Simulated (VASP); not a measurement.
# Ta2H in VASP: notebook

Ta2H is run at these levels: PBEsol; tasks: single point, relaxation of the atoms.

Everything below comes from runs of VASP 6.6.1. Logs are shortened: lines on timing, memory, paths and dates and some standing lists are left out, and cuts for length are marked.

## 1. The cell of the first run

The structure is orthorhombic, space group Pmm2 (No. 25). Conventional cell: a = 3.313 Å, b = 3.481 Å, c = 3.359 Å, α = 90.00°, β = 90.00°, γ = 90.00°. Ta (site symmetry mm2) has 2 H at 1.93 Å within 2.6 Å. Within 2.5 Å of Ta (site symmetry mm2) lie 2 H at 1.90 Å. Within 2.5 Å of H (site symmetry mm2) lie 4 Ta at 1.90 to 1.93 Å.

## 2. Single point, PBEsol (uniaxial strain along a: +4.0 %)

INCAR

```
ALGO     = Normal         # electronic algorithm
EDIFF    = 1E-6           # SCF threshold, eV
ENCUT    = 500            # plane-wave cutoff, eV
GGA      = PS             # functional
GGA_COMPAT= F            
ISIF     = 2              # what is computed and relaxed
ISMEAR   = 0              # smearing method
LASPH    = T              # aspherical terms in the spheres
LCHARG   = T              # write CHGCAR
LELF     = T              # ELF
LREAL    = F              # projectors in reciprocal space
LVHAR    = T            
LWAVE    = F              # write WAVECAR
NBANDS   = 20             # bands
NELM     = 120            # most SCF steps
PREC     = Accurate       # precision mode
SIGMA    = 0.1            # smearing width, eV
```

KPOINTS

```
k-points
0
Gamma
  12 12 12
```

POSCAR

```
Ta2H
1.0
    3.4806647695      0.0000000000      0.0000000000
    0.0000000000      3.3133251171      0.0000000000
    0.0000000000      0.0000000000      3.3590353561
Ta H
2 1
Direct
    0.5000000000      0.0000000000      0.7453523219
    0.0000000000      0.5000000000      0.2643137274
    0.0000000000      0.0000000000     -0.0096660493
```

Potentials or basis: VASP PAW PBE potentials, release 64 (Ta_sv_GW, H).

On the command line:

```
$ cat potpaw_PBE.64/Ta_sv_GW/POTCAR potpaw_PBE.64/H/POTCAR > POTCAR
$ mpirun -np 1 vasp_std > vasp.out
```

OUTCAR:

```text
EDIFF = 1E-6
   ENCUT = 500
   GGA = PS
   ISIF = 2
   ISMEAR = 0
   LASPH = T
   LREAL = F
   NELM = 120
   PREC = Accurate

 ion  position               nearest neighbor table
   1  0.500  0.000  0.745-   3 1.93   3 1.93   2 2.90   2 2.90   2 2.90   2 2.90   2 2.97   2 2.97
                             2 2.97   2 2.97
   2  0.000  0.500  0.264-   3 1.90   3 1.90   1 2.90   1 2.90   1 2.90   1 2.90   1 2.97   1 2.97
                             1 2.97   1 2.97
   3  0.000  0.000  0.990-   2 1.90   2 1.90   1 1.93   1 1.93

  LATTYP: Found a simple orthorhombic cell.
 ALAT       =     3.3133251171
 B/A-ratio  =     1.0137958810
 C/A-ratio  =     1.0505050505

  Lattice vectors:

 A1 = (   0.0000000000,   3.3133251171,   0.0000000000)
 A2 = (   0.0000000000,   0.0000000000,   3.3590353561)
 A3 = (   3.4806647695,   0.0000000000,   0.0000000000)

Analysis of symmetry for initial positions (statically):
=====================================================================
 Subroutine PRICEL returns:
 Original cell was already a primitive cell.

 Routine SETGRP: Setting up the symmetry group for a
 simple orthorhombic supercell.

 Subroutine GETGRP returns: Found  4 space group operations
 (whereof  4 operations were pure point group operations)
 out of a pool of  8 trial point group operations.

The static configuration has the point symmetry C_2v.

Analysis of symmetry for dynamics (positions and initial velocities):
=====================================================================
 Subroutine PRICEL returns:
 Original cell was already a primitive cell.

 Routine SETGRP: Setting up the symmetry group for a
 simple orthorhombic supercell.

 Subroutine GETGRP returns: Found  4 space group operations
 (whereof  4 operations were pure point group operations)
 out of a pool of  8 trial point group operations.

The dynamic configuration has the point symmetry C_2v.

 Subroutine INISYM returns: Found  4 space group operations
 (whereof  4 operations are pure point group operations),
 and found     1 'primitive' translations

----------------------------------------------------------------------------------------

                                     Primitive cell

  volume of cell :      38.7383

  direct lattice vectors                    reciprocal lattice vectors
     3.480664770  0.000000000  0.000000000     0.287301440  0.000000000  0.000000000
     0.000000000  3.313325117  0.000000000     0.000000000  0.301811614  0.000000000
     0.000000000  0.000000000  3.359035356     0.000000000  0.000000000  0.297704518

  length of vectors
     3.480664770  3.313325117  3.359035356     0.287301440  0.301811614  0.297704518

  position of ions in fractional coordinates (direct lattice)
     0.500000000  0.000000000  0.745352322
     0.000000000  0.500000000  0.264313727
     0.000000000  0.000000000  0.990333951

  ion indices of the primitive-cell ions
   primitive index   ion index
                 1           1
                 2           2
                 3           3

----------------------------------------------------------------------------------------

 KPOINTS: k-points

Automatic generation of k-mesh.
 Grid dimensions read from file:
 generate k-points for:   12   12   12

 Generating k-lattice:

  Cartesian coordinates                     Fractional coordinates (reciprocal lattice)
     0.023941787  0.000000000  0.000000000     0.083333333  0.000000000  0.000000000
     0.000000000  0.025150968  0.000000000     0.000000000  0.083333333  0.000000000
     0.000000000  0.000000000  0.024808710     0.000000000  0.000000000  0.083333333

  Length of vectors
     0.023941787  0.025150968  0.024808710

  Shift w.r.t. Gamma in fractional coordinates (k-lattice)
     0.000000000  0.000000000  0.000000000

 Subroutine IBZKPT returns following result:
 ===========================================

 Found    343 irreducible k-points:

 Following reciprocal coordinates:
            Coordinates               Weight
  0.000000  0.000000  0.000000      1.000000
  0.083333  0.000000  0.000000      2.000000
  0.166667  0.000000  0.000000      2.000000
  0.250000  0.000000  0.000000      2.000000
  0.333333  0.000000  0.000000      2.000000
  0.416667  0.000000  0.000000      2.000000
[... 16 lines left out ...]
  0.083333  0.250000  0.000000      4.000000
  0.166667  0.250000  0.000000      4.000000
 [... further k-points ...]
   k-points           NKPTS =    343   k-points in BZ     NKDIM =    343   number of bands    NBANDS=     20
   number of dos      NEDOS =    301   number of ions     NIONS =      3
   total plane-waves  NPLWV =  16128
   dimension x,y,z NGX =    28 NGY =   24 NGZ =   24
   dimension x,y,z NGXF=    56 NGYF=   48 NGZF=   48
   ions per type =               2   1
   NGX,Y,Z   is equivalent  to a cutoff of  13.37, 12.04, 11.88 a.u.
   NGXF,Y,Z  is equivalent  to a cutoff of  26.75, 24.08, 23.76 a.u.
 SYSTEM =  unknown system
   PREC   = accura    normal or accurate (medium, high low for compatibility)
   ISTART =      0    job   : 0-new  1-cont  2-samecut
   ICHARG =      2    charge: 1-file 2-atom 10-const
   ISPIN  =      1    spin polarized calculation?
   LNONCOLLINEAR =      F non collinear calculations
   LSORBIT =      F    spin-orbit coupling
   LASPH  =      T    aspherical Exc in radial PAW
   ENCUT  =  500.0 eV  36.75 Ry    6.06 a.u.   6.35  6.04  6.12*2*pi/ulx,y,z
   NELM   =    120;   NELMIN=  2; NELMDL= -5     # of ELM steps
   EDIFF  = 0.1E-05   stopping-criterion for ELM
   LREAL  =      F    real-space projection
   EDIFFG = 0.1E-04   stopping-criterion for IOM
   NSW    =      0    number of steps for IOM
   IBRION =     -1    ionic relax: 0-MD 1-quasi-New 2-CG
   NFREE  =      0    steps in history (QN), initial steepest desc. (CG)
   ISIF   =      2    stress and relaxation
   ISYM   =      2    0-nonsym 1-usesym 2-fastsym
   POTIM  = 0.5000    time-step for ionic-motion
   TEBEG  =    0.0;   TEEND  =   0.0 temperature during run
   PSTRESS=    0.0 pullay stress
   NELECT =      27.0000    total number of electrons
   NUPDOWN=      -1.0000    fix difference up-down
   EMIN   =  10.00;   EMAX   =-10.00  energy-range for DOS
   EFERMI =   0.00;   METHOD = LEGACY
   ISMEAR =     0;   SIGMA  =   0.10  broadening in eV -4-tet -1-fermi 0-gaus
   EFERMI_NEDOS =   21; number of points for ismear=-14 and -15
   IALGO  =     38    algorithm
   IMIX   =      4    mixing-type and parameters
     AMIX     =   0.40;   BMIX     =  1.00
     AMIX_MAG =   1.60;   BMIX_MAG =  1.00
  volume/ion in A,a.u.               =      12.91        87.14
  Fermi-wavevector in a.u.,A,eV,Ry     =   1.451496  2.742930 28.665303  2.106840
  Thomas-Fermi vector in A             =   2.568986
   LORBIT       =      0    0 simple, 1 ext, 2 COOP (PROOUT), +10 PAW based schemes
   GGA     = PS    functional components
   LHFCALC =     F    Hartree Fock is set to
   AEXX    =    0.0000 exact exchange contribution
   IVDW    =     0    specifies the selected vdW correction
   LEPSILON=     F    determine dielectric tensor
   LRPA    =     F    only Hartree local field effects (RPA)
 non-spin polarized calculation
 Gauss-broadening in eV      SIGMA  =   0.10
  energy-cutoff  :      500.00
  volume of cell :       38.74
 maximum number of plane-waves:      1016
 NGX is ok and might be reduce to    28
   NGX = 13   NGY = 13   NGZ = 13

 number of electron      27.0000001 magnetization

 Free energy of the ion-electron system (eV)
  ---------------------------------------------------
  ext. energy  EPLUGINS =         0.00000000
  ---------------------------------------------------
  free energy    TOTEN  =       -33.83965896 eV

  energy without entropy =      -33.83258066  energy(sigma->0) =      -33.83611981

 E-fermi :   9.9363     XC(G=0): -13.0131

 val. band max:        9.9349885392   @ k =   0.0833   0.3333   0.5000
 cond. band min:       9.9437494271   @ k =   0.1667   0.5000   0.0833
 fundamental gap:      0.0087608879
 Fermi energy:         9.9362732471

 k-point     1 :       0.0000    0.0000    0.0000
  band No.  band energies     occupation
      1     -57.4694      2.00000
      2     -57.3168      2.00000
      3     -24.2112      2.00000
      4     -24.1137      2.00000
      5     -24.1026      2.00000
      6     -23.4658      2.00000
[... 12 lines left out ...]
     19      15.9834      0.00000
     20      16.0801      0.00000

 k-point     2 :       0.0833    0.0000    0.0000
  band No.  band energies     occupation
      1     -57.4666      2.00000
      2     -57.3191      2.00000
      3     -24.2095      2.00000
      4     -24.1021      2.00000
      5     -24.0919      2.00000
      6     -23.4885      2.00000
[... 12 lines left out ...]
     19      15.6897      0.00000
     20      16.2243      0.00000

 k-point     3 :       0.1667    0.0000    0.0000
  band No.  band energies     occupation
      1     -57.4586      2.00000
      2     -57.3259      2.00000
      3     -24.2035      2.00000
      4     -24.0684      2.00000
      5     -24.0608      2.00000
      6     -23.5507      2.00000
[... 12 lines left out ...]
     19      15.2288      0.00000
     20      15.3112      0.00000

 k-point     4 :       0.2500    0.0000    0.0000
  band No.  band energies     occupation
      1     -57.4460      2.00000
      2     -57.3367      2.00000
      3     -24.1882      2.00000
      4     -24.0155      2.00000
      5     -24.0118      2.00000
      6     -23.6411      2.00000
[... 12 lines left out ...]
     19      14.3128      0.00000
     20      14.7649      0.00000

 k-point     5 :       0.3333    0.0000    0.0000
  band No.  band energies     occupation
      1     -57.4300      2.00000
      2     -57.3509      2.00000
      3     -24.1603      2.00000
      4     -23.9496      2.00000
      5     -23.9481      2.00000
      6     -23.7418      2.00000
[... 12 lines left out ...]
     19      14.1231      0.00000
     20      14.1356      0.00000

 k-point     6 :       0.4167    0.0000    0.0000
  band No.  band energies     occupation
      1     -57.4127      2.00000
      2     -57.3670      2.00000
      3     -24.1232      2.00000
      4     -23.8844      2.00000
      5     -23.8828      2.00000
      6     -23.8185      2.00000
[... 12 lines left out ...]
     19      13.4639      0.00000
     20      14.0239      0.00000

 k-point     7 :       0.5000    0.0000    0.0000
  band No.  band energies     occupation
      1     -57.4016      2.00000
      2     -57.3777      2.00000
      3     -24.1012      2.00000
      4     -23.8923      2.00000
      5     -23.8436      2.00000
      6     -23.7804      2.00000
[... 12 lines left out ...]
     19      13.1555      0.00000
     20      13.8712      0.00000
[... 277 lines left out ...]
 k-point    20 :       0.4167    0.1667    0.0000
  band No.  band energies     occupation
      1     -57.4087      2.00000
      2     -57.3672      2.00000
      3     -24.2802      2.00000
      4     -24.0240      2.00000
      5     -23.8448      2.00000
      6     -23.7632      2.00000
[... 12 lines left out ...]
     19      14.2839      0.00000
     20      14.8556      0.00000

 k-point    21 :       0.5000    0.1667    0.0000
  band No.  band energies     occupation
      1     -57.3998      2.00000
      2     -57.3756      2.00000
      3     -24.2721      2.00000
      4     -24.0588      2.00000
      5     -23.7783      2.00000
      6     -23.7692      2.00000
[... 12 lines left out ...]
     19      14.0921      0.00000
     20      14.3719      0.00000

 k-point    22 :       0.0000    0.2500    0.0000
  band No.  band energies     occupation
      1     -57.4442      2.00000
      2     -57.3347      2.00000
      3     -24.1322      2.00000
      4     -24.1054      2.00000
      5     -24.0101      2.00000
      6     -23.6649      2.00000
[... 12 lines left out ...]
     19      14.7974      0.00000
     20      15.0951      0.00000

 k-point    23 :       0.0833    0.2500    0.0000
  band No.  band energies     occupation
      1     -57.4422      2.00000
      2     -57.3362      2.00000
      3     -24.2056      2.00000
      4     -24.0263      2.00000
      5     -24.0014      2.00000
      6     -23.7278      2.00000
[... 12 lines left out ...]
     19      15.1920      0.00000
     20      15.5666      0.00000

 k-point    24 :       0.1667    0.2500    0.0000
  band No.  band energies     occupation
      1     -57.4364      2.00000
      2     -57.3407      2.00000
      3     -24.2792      2.00000
      4     -23.9783      2.00000
      5     -23.9320      2.00000
      6     -23.8359      2.00000
[... 12 lines left out ...]
     19      15.8986      0.00000
     20      16.3818      0.00000

 [... further k-points ...]

------------------------ aborting loop because EDIFF is reached ----------------------------------------

  FORCE on cell =-STRESS in cart. coord.  units (eV):
  Direction    XX          YY          ZZ          XY          YZ          ZX
  --------------------------------------------------------------------------------------
  -------------------------------------------------------------------------------------
  Total       -2.3939909     -0.6438488     -0.7101995      0.0000000      0.0000000      0.0000000
  in kB      -99.0130062    -26.6289274    -29.3731241      0.0000000      0.0000000      0.0000000
  external PRESSURE =     -51.6716859 kB  Pullay stress =       0.0000000 kB

 VOLUME and BASIS-vectors are now :
 -----------------------------------------------------------------------------
  energy-cutoff  :      500.00
  volume of cell :       38.74
      direct lattice vectors                 reciprocal lattice vectors
     3.480664770  0.000000000  0.000000000     0.287301440  0.000000000  0.000000000
     0.000000000  3.313325117  0.000000000     0.000000000  0.301811614  0.000000000
     0.000000000  0.000000000  3.359035356     0.000000000  0.000000000  0.297704518

 POSITION                                       TOTAL-FORCE (eV/Angst)
 -----------------------------------------------------------------------------------
      1.74033      0.00000      2.50366         0.000000      0.000000      0.111408
      0.00000      1.65666      0.88784         0.000000      0.000000      0.036931
      0.00000      0.00000      3.32657         0.000000      0.000000     -0.148339
 -----------------------------------------------------------------------------------
    total drift:                               -0.000000      0.000000      0.000532

  FREE ENERGIE OF THE ION-ELECTRON SYSTEM (eV)
  ---------------------------------------------------
  free  energy   TOTEN  =       -33.8396589632 eV

  energy  without entropy=      -33.8325806551  energy(sigma->0) =      -33.83611981
```

Run time: 3.8 min. Hardware: 1 thread of Intel Xeon Platinum 8259CL at 2.50GHz (Skylake/Cascade Lake), shared host; peak memory 0.34 GiB.

Results:

```yaml
Free_energy: -33.8397 eV
Pressure: -5.2 GPa
Largest_force: 0.148 eV/Å
Band_gap_on_the_k_mesh: zero (an odd number of electrons rules out a gap without spin polarisation)
```

Forces on the atoms (eV/Å):
```
Ta   0.000  0.000  0.111
Ta   0.000  0.000  0.037
H    0.000  0.000 -0.148
```

Caveat: the cell differs from its parent crystal (uniaxial strain along a: +4.0 %); the stress differs along the axes, from -10 to -3 GPa; the PAW data sets were made with another functional, which shifts forces and pressure a little; spin-orbit coupling is left out, which moves the levels of the heavy elements.

(Continued in part 2 of 2.)
